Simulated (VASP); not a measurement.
# BaTiO3 (Pm-3m) in VASP: single point with PBEsol

Aim: the single point of BaTiO3 with PBEsol.

All numbers are computed with VASP 6.6.1; they aren't measurements. Logs are shortened: lines on timing, memory, paths and dates and some standing lists are left out, and cuts for length are marked.

## (1) The cell of the first run

The structure is cubic, space group Pm-3m (No. 221). Conventional cell: a = 3.970 Å, b = 3.970 Å, c = 3.970 Å, α = 90.00°, β = 90.00°, γ = 90.00°. Within 3.7 Å of Ba (site symmetry m-3m) lie 12 O at 2.81 Å and 8 Ti at 3.44 Å. Ti (site symmetry m-3m) has 6 O at 1.98 Å within 2.6 Å. O (site symmetry 4/mmm) has 2 Ti at 1.98 Å within 2.6 Å.

## (2) Single point, PBEsol

Contents of INCAR:

```
PREC = Accurate
ENCUT = 520
EDIFF = 1E-6
ISMEAR = 0
SIGMA = 0.05
LREAL = Auto
LASPH = True
NELM = 60
ALGO = Normal
ISIF = 2
LWAVE = False
LCHARG = False
GGA = PS
NBANDS = 73
```

Contents of KPOINTS:

```
Automatic mesh
0
Gamma
  6 6 4
```

Contents of POSCAR:

```
BaTiO3
1.0
    5.6142412921      0.0000000000      0.0000000000
   -2.8071206461      4.8620755820      0.0000000000
    0.0000000000      0.0000000000      6.8760132293
Ba Ti O
3 3 9
Direct
    0.3333333333      0.6666666667      0.1666666667
    1.0000000000      1.0000000000      0.5000000000
    0.6666666667      0.3333333333      0.8333333333
    0.0000000000      0.0000000000      0.0000000000
    0.6666666667      0.3333333333      0.3333333333
    0.3333333333      0.6666666667      0.6666666667
    0.8333333333      0.1666666667      0.1666666667
    0.5000000000      0.5000000000      0.5000000000
    0.1666666667      0.8333333333      0.8333333333
    0.8333333333      0.6666666667      0.1666666667
    0.5000000000      1.0000000000      0.5000000000
    0.1666666667      0.3333333333      0.8333333333
    0.3333333333      0.1666666667      0.1666666667
    1.0000000000      0.5000000000      0.5000000000
    0.6666666667      0.8333333333      0.8333333333
```

Potentials or basis: VASP PAW PBE potentials, release 64 (Ba_sv, Ti_sv, O).

Command:

```bash
$ cat potpaw_PBE.64/Ba_sv/POTCAR potpaw_PBE.64/Ti_sv/POTCAR potpaw_PBE.64/O/POTCAR > POTCAR
$ mpirun -np 1 vasp_std > vasp.out
```

OUTCAR:

```text
PREC = Accurate
   ENCUT = 520
   EDIFF = 1E-6
   ISMEAR = 0
   LREAL = Auto
   LASPH = True
   NELM = 60
   ISIF = 2
   GGA = PS

 ion  position               nearest neighbor table
   1  0.333  0.667  0.167-  14 2.81  11 2.81  10 2.81  10 2.81   7 2.81   7 2.81   9 2.81   8 2.81
                            13 2.81  13 2.81  15 2.81  12 2.81   5 3.44   5 3.44   4 3.44   6 3.44
   2  0.000  0.000  0.500-  13 2.81  15 2.81  10 2.81  12 2.81  11 2.81  11 2.81   8 2.81   8 2.81
                             9 2.81   7 2.81  14 2.81  14 2.81   5 3.44   6 3.44   4 3.44   4 3.44
   3  0.667  0.333  0.833-  14 2.81  11 2.81  12 2.81  12 2.81   9 2.81   9 2.81   7 2.81   8 2.81
                            15 2.81  15 2.81  13 2.81  10 2.81   6 3.44   6 3.44   4 3.44   5 3.44
   4  0.000  0.000  0.000-  13 1.98  15 1.98  10 1.98  12 1.98   7 1.98   9 1.98   1 3.44   3 3.44
                             2 3.44   2 3.44   3 3.44   1 3.44   3 3.44   1 3.44
   5  0.667  0.333  0.333-   7 1.98  14 1.98  13 1.98  10 1.98  11 1.98   8 1.98   1 3.44   1 3.44
                             2 3.44   3 3.44   3 3.44   2 3.44   2 3.44   1 3.44
   6  0.333  0.667  0.667-   9 1.98  14 1.98  15 1.98  11 1.98  12 1.98   8 1.98   3 3.44   3 3.44
                             2 3.44   1 3.44   1 3.44   2 3.44   2 3.44   3 3.44
   7  0.833  0.167  0.167-   5 1.98   4 1.98   1 2.81   1 2.81   3 2.81   2 2.81
   8  0.500  0.500  0.500-   5 1.98   6 1.98   2 2.81   2 2.81   3 2.81   1 2.81
   9  0.167  0.833  0.833-   6 1.98   4 1.98   3 2.81   3 2.81   1 2.81   2 2.81
  10  0.833  0.667  0.167-   4 1.98   5 1.98   2 2.81   1 2.81   1 2.81   3 2.81
  11  0.500  0.000  0.500-   5 1.98   6 1.98   1 2.81   3 2.81   2 2.81   2 2.81
  12  0.167  0.333  0.833-   4 1.98   6 1.98   2 2.81   3 2.81   3 2.81   1 2.81
  13  0.333  0.167  0.167-   4 1.98   5 1.98   2 2.81   1 2.81   1 2.81   3 2.81
  14  0.000  0.500  0.500-   5 1.98   6 1.98   1 2.81   3 2.81   2 2.81   2 2.81
  15  0.667  0.833  0.833-   4 1.98   6 1.98   2 2.81   3 2.81   3 2.81   1 2.81

  LATTYP: Found a hexagonal cell.
 ALAT       =     5.6142412921
 C/A-ratio  =     1.2247448714

  Lattice vectors:

 A1 = (   5.6142412921,   0.0000000000,   0.0000000000)
 A2 = (  -2.8071206461,   4.8620755820,   0.0000000000)
 A3 = (   0.0000000000,   0.0000000000,   6.8760132293)

Analysis of symmetry for initial positions (statically):
=====================================================================
 Subroutine PRICEL returns following result:

  LATTYP: Found a simple cubic cell.
 ALAT       =     3.9698680897

  Lattice vectors:

 A1 = (   2.8071206466,  -1.6206918610,  -2.2920044102)
 A2 = (   0.0000000005,   3.2413837210,  -2.2920044102)
 A3 = (   2.8071206472,   1.6206918600,   2.2920044088)

   3 primitive cells build up your supercell.

 Routine SETGRP: Setting up the symmetry group for a
 hexagonal supercell.

 Subroutine GETGRP returns: Found 12 space group operations
 (whereof 12 operations were pure point group operations)
 out of a pool of 24 trial point group operations.

The static configuration has the point symmetry D_3d.

Analysis of symmetry for dynamics (positions and initial velocities):
=====================================================================
 Subroutine PRICEL returns following result:

  LATTYP: Found a simple cubic cell.
 ALAT       =     3.9698680897

  Lattice vectors:

 A1 = (   2.8071206466,  -1.6206918610,  -2.2920044102)
 A2 = (   0.0000000005,   3.2413837210,  -2.2920044102)
 A3 = (   2.8071206472,   1.6206918600,   2.2920044088)

   3 primitive cells build up your supercell.

 Routine SETGRP: Setting up the symmetry group for a
 hexagonal supercell.

 Subroutine GETGRP returns: Found 12 space group operations
 (whereof 12 operations were pure point group operations)
 out of a pool of 24 trial point group operations.

The dynamic configuration has the point symmetry D_3d.

 Subroutine INISYM returns: Found 12 space group operations
 (whereof 12 operations are pure point group operations),
 and found     3 'primitive' translations

----------------------------------------------------------------------------------------

                                     Primitive cell

  volume of cell :      62.5645

  direct lattice vectors                    reciprocal lattice vectors
     2.807120647 -1.620691861 -2.292004410     0.178118458 -0.102836740 -0.145433112
     0.000000001  3.241383721 -2.292004410    -0.000000000  0.205673479 -0.145433112
     2.807120647  1.620691860  2.292004409     0.178118458  0.102836739  0.145433112

  length of vectors
     3.969868090  3.969868089  3.969868089     0.251897539  0.251897539  0.251897539

  position of ions in fractional coordinates (direct lattice)
     0.500000000  0.500000000  0.500000000
     0.000000000  0.000000000  0.000000000
     0.500000000  1.000000000  0.000000000
     1.000000000  0.500000000  0.000000000
     0.000000000  0.000000000  0.500000000

  ion indices of the primitive-cell ions
   primitive index   ion index
                 1           1
                 2           4
                 3           8
                 4          11
                 5          14

----------------------------------------------------------------------------------------

 KPOINTS: Automatic mesh

Automatic generation of k-mesh.
 Grid dimensions read from file:
 generate k-points for:    6    6    4

 Generating k-lattice:

  Cartesian coordinates                     Fractional coordinates (reciprocal lattice)
     0.029686410  0.017139457  0.000000000     0.166666667  0.000000000  0.000000000
     0.000000000  0.034278913  0.000000000     0.000000000  0.166666667  0.000000000
     0.000000000  0.000000000  0.036358278     0.000000000  0.000000000  0.250000000

  Length of vectors
     0.034278913  0.034278913  0.036358278

  Shift w.r.t. Gamma in fractional coordinates (k-lattice)
     0.000000000  0.000000000  0.000000000

 Subroutine IBZKPT returns following result:
 ===========================================

 Found     24 irreducible k-points:

 Following reciprocal coordinates:
            Coordinates               Weight
  0.000000  0.000000  0.000000      1.000000
  0.166667 -0.000000  0.000000      6.000000
  0.333333 -0.000000  0.000000      6.000000
  0.500000 -0.000000  0.000000      3.000000
  0.166667  0.166667  0.000000      6.000000
  0.333333  0.166667  0.000000     12.000000
[... 16 lines left out ...]
  0.333333  0.166667  0.500000     12.000000
  0.333333  0.333333  0.500000      2.000000
   k-points           NKPTS =     24   k-points in BZ     NKDIM =     24   number of bands    NBANDS=     73
   number of dos      NEDOS =    301   number of ions     NIONS =     15
   total plane-waves  NPLWV =  95256
   dimension x,y,z NGX =    42 NGY =   42 NGZ =   54
   dimension x,y,z NGXF=    84 NGYF=   84 NGZF=  108
   ions per type =               3   3   9
   NGX,Y,Z   is equivalent  to a cutoff of  12.44, 12.44, 13.06 a.u.
   NGXF,Y,Z  is equivalent  to a cutoff of  24.87, 24.87, 26.11 a.u.
 SYSTEM =  unknown system
   PREC   = accura    normal or accurate (medium, high low for compatibility)
   ISTART =      0    job   : 0-new  1-cont  2-samecut
   ICHARG =      2    charge: 1-file 2-atom 10-const
   ISPIN  =      1    spin polarized calculation?
   LNONCOLLINEAR =      F non collinear calculations
   LSORBIT =      F    spin-orbit coupling
   LASPH  =      T    aspherical Exc in radial PAW
   ENCUT  =  520.0 eV  38.22 Ry    6.18 a.u.  10.44 10.44 12.78*2*pi/ulx,y,z
   NELM   =     60;   NELMIN=  2; NELMDL= -5     # of ELM steps
   EDIFF  = 0.1E-05   stopping-criterion for ELM
   LREAL  =      T    real-space projection
   EDIFFG = 0.1E-04   stopping-criterion for IOM
   NSW    =      0    number of steps for IOM
   IBRION =     -1    ionic relax: 0-MD 1-quasi-New 2-CG
   NFREE  =      0    steps in history (QN), initial steepest desc. (CG)
   ISIF   =      2    stress and relaxation
   ISYM   =      2    0-nonsym 1-usesym 2-fastsym
   POTIM  = 0.5000    time-step for ionic-motion
   TEBEG  =    0.0;   TEEND  =   0.0 temperature during run
   PSTRESS=    0.0 pullay stress
   NELECT =     120.0000    total number of electrons
   NUPDOWN=      -1.0000    fix difference up-down
   EMIN   =  10.00;   EMAX   =-10.00  energy-range for DOS
   EFERMI =   0.00;   METHOD = LEGACY
   ISMEAR =     0;   SIGMA  =   0.05  broadening in eV -4-tet -1-fermi 0-gaus
   EFERMI_NEDOS =   21; number of points for ismear=-14 and -15
   IALGO  =     38    algorithm
   IMIX   =      4    mixing-type and parameters
     AMIX     =   0.40;   BMIX     =  1.00
     AMIX_MAG =   1.60;   BMIX_MAG =  1.00
  volume/ion in A,a.u.               =      12.51        84.44
  Fermi-wavevector in a.u.,A,eV,Ry     =   1.410324  2.665125 27.062157  1.989012
  Thomas-Fermi vector in A             =   2.532289
   LORBIT       =      0    0 simple, 1 ext, 2 COOP (PROOUT), +10 PAW based schemes
   GGA     = PS    functional components
   LHFCALC =     F    Hartree Fock is set to
   AEXX    =    0.0000 exact exchange contribution
   IVDW    =     0    specifies the selected vdW correction
   LEPSILON=     F    determine dielectric tensor
   LRPA    =     F    only Hartree local field effects (RPA)
 non-spin polarized calculation
 Gauss-broadening in eV      SIGMA  =   0.05
  energy-cutoff  :      520.00
  volume of cell :      187.69
 maximum number of plane-waves:      5149
 NGX is ok and might be reduce to    42
   NGX = 21   NGY = 21   NGZ = 25

 number of electron     120.0000023 magnetization

 Free energy of the ion-electron system (eV)
  ---------------------------------------------------
  ext. energy  EPLUGINS =         0.00000000
  ---------------------------------------------------
  free energy    TOTEN  =      -125.93732772 eV

  energy without entropy =     -125.93732772  energy(sigma->0) =     -125.93732772

 E-fermi :   4.2006     XC(G=0): -11.6478

 val. band max:        3.8827288428   @ k =   0.0000   0.0000   0.5000
 cond. band min:       5.6282535853   @ k =   0.0000   0.0000   0.0000
 fundamental gap:      1.7455247426
 Fermi energy:         4.2005707348

 k-point     1 :       0.0000    0.0000    0.0000
  band No.  band energies     occupation
      1     -52.3825      2.00000
      2     -52.3797      2.00000
      3     -52.3797      2.00000
      4     -28.7620      2.00000
      5     -28.7620      2.00000
      6     -28.7612      2.00000
[... 64 lines left out ...]
     71       7.9886      0.00000
     72       8.8230      0.00000

 k-point     2 :       0.1667   -0.0000    0.0000
  band No.  band energies     occupation
      1     -52.3822      2.00000
      2     -52.3799      2.00000
      3     -52.3798      2.00000
      4     -28.7754      2.00000
      5     -28.7700      2.00000
      6     -28.7696      2.00000
[... 64 lines left out ...]
     71       8.4041      0.00000
     72       9.1918      0.00000

 k-point     3 :       0.3333   -0.0000    0.0000
  band No.  band energies     occupation
      1     -52.3817      2.00000
      2     -52.3803      2.00000
      3     -52.3800      2.00000
      4     -28.7766      2.00000
      5     -28.7755      2.00000
      6     -28.7754      2.00000
[... 1564 lines left out ...]
     71       8.9826      0.00000
     72       9.9374      0.00000

 k-point    24 :       0.3333    0.3333    0.5000
  band No.  band energies     occupation
      1     -52.3806      2.00000
      2     -52.3806      2.00000
      3     -52.3806      2.00000
      4     -28.7797      2.00000
      5     -28.7797      2.00000
      6     -28.7797      2.00000
[... 64 lines left out ...]
     71       9.0733      0.00000
     72       9.0733      0.00000
 [bands above 72 left out]

------------------------ aborting loop because EDIFF is reached ----------------------------------------

  FORCE on cell =-STRESS in cart. coord.  units (eV):
  Direction    XX          YY          ZZ          XY          YZ          ZX
  --------------------------------------------------------------------------------------
  -------------------------------------------------------------------------------------
  Total        2.4221081      2.4221081      2.3768490     -0.0000000     -0.0000000     -0.0000000
  in kB       20.6754335     20.6754335     20.2890953     -0.0000000     -0.0000000     -0.0000000
  external PRESSURE =      20.5466541 kB  Pullay stress =       0.0000000 kB

 VOLUME and BASIS-vectors are now :
 -----------------------------------------------------------------------------
  energy-cutoff  :      520.00
  volume of cell :      187.69
      direct lattice vectors                 reciprocal lattice vectors
     5.614241292  0.000000000  0.000000000     0.178118458  0.102836739  0.000000000
    -2.807120646  4.862075582  0.000000000     0.000000000  0.205673479  0.000000000
     0.000000000  0.000000000  6.876013229     0.000000000  0.000000000  0.145433112

 POSITION                                       TOTAL-FORCE (eV/Angst)
 -----------------------------------------------------------------------------------
     -0.00000      3.24138      1.14600        -0.000000     -0.000000      0.000000
      0.00000      0.00000      3.43801         0.000000     -0.000000      0.000000
      2.80712      1.62069      5.73001        -0.000000     -0.000000      0.000000
      0.00000      0.00000      0.00000         0.000000     -0.000000      0.000000
      2.80712      1.62069      2.29200        -0.000000     -0.000000      0.000000
     -0.00000      3.24138      4.58401         0.000000      0.000000     -0.000000
      4.21068      0.81035      1.14600        -0.000000     -0.000000      0.000000
      1.40356      2.43104      3.43801         0.000000     -0.000000      0.000000
     -1.40356      4.05173      5.73001        -0.000000     -0.000000      0.000000
      2.80712      3.24138      1.14600        -0.000000     -0.000000      0.000000
      2.80712      0.00000      3.43801        -0.000000     -0.000000      0.000000
      0.00000      1.62069      5.73001        -0.000000     -0.000000      0.000000
      1.40356      0.81035      1.14600         0.000000      0.000000     -0.000000
     -1.40356      2.43104      3.43801        -0.000000     -0.000000      0.000000
      1.40356      4.05173      5.73001         0.000000     -0.000000      0.000000
 -----------------------------------------------------------------------------------
    total drift:                                0.000000      0.000000      0.000000

  FREE ENERGIE OF THE ION-ELECTRON SYSTEM (eV)
  ---------------------------------------------------
  free  energy   TOTEN  =      -125.9373277190 eV

  energy  without entropy=     -125.9373277190  energy(sigma->0) =     -125.93732772
```

Wall time 23 min (1 thread of Intel Xeon 8259CL, shared host); peak memory 0.43 GiB.

What came out:

```yaml
Free_energy: -125.9373 eV
Pressure: 2.1 GPa
Band_gap_on_the_k_mesh: 1.75 eV
```

Levels at points of the mesh, in eV from the valence-band top:
| k point | band 58 | band 59 | band 60 | band 61 | band 62 | band 63 |
| --- | --- | --- | --- | --- | --- | --- |
| (0.00, 0.00, 0.00) | -0.12 | -0.12 | -0.12 | 1.75 | 1.75 | 1.75 |
| (0.50, 0.00, 0.00) | -0.76 | -0.76 | -0.10 | 2.72 | 2.72 | 3.30 |
| (0.00, 0.00, 0.50) | 0.00 | 0.00 | 0.00 | 2.60 | 2.60 | 2.65 |
| (0.50, 0.00, 0.50) | -0.72 | -0.39 | -0.39 | 1.92 | 3.37 | 3.37 |

Caveat: the PAW data sets were made with another functional, which shifts forces and pressure a little; spin-orbit coupling is left out, which moves the levels of the heavy elements. A hybrid or GW would open this gap; PBEsol tends to underestimate it.
